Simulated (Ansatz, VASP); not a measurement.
# One calculation of Ti3Al, two programs

```xyz
4
Lattice="0.0000 3.2318 3.2318 3.2318 0.0000 3.2318 3.2318 3.2318 0.0000" Properties=species:S:1:pos:R:3 pbc="T T T"
Ti    4.8477    4.8477    4.8477
Ti    1.6159    1.6159    1.6159
Ti    0.0000    0.0000    0.0000
Al    3.2318    3.2318    3.2318
```

Alike in both runs: task single point; functional LDA; k mesh 6 × 6 × 6; occupations gaussian, width 0.1 eV; no spin polarisation.

|  | VASP | Ansatz |
| --- | --- | --- |
| version | VASP 6.6.1 | Ansatz 0.2.0 |
| potentials or method | VASP PAW LDA potentials, release 64 (Ti_sv, Al), cutoff 520 eV | scalar-relativistic, plane waves, PAW |
| valence electrons in the cell | 39 | 39 |

VASP gave:

| Quantity | Value |
| --- | --- |
| gap on the k mesh at the Fermi level (eV) | none |
| pressure (GPa) | -8.6 |

Problem. What did Ansatz give for the same quantities?

Solution. gap on the k mesh at the Fermi level (eV): none; pressure (GPa): -8.7.

Ansatz warns that its potentials were made for another functional, while VASP's fit it. LDA's correlation is that of Perdew and Zunger in VASP and of Perdew and Wang (1992) in Ansatz. A gap of «none» marks a metal or a gap that the smearing closes.
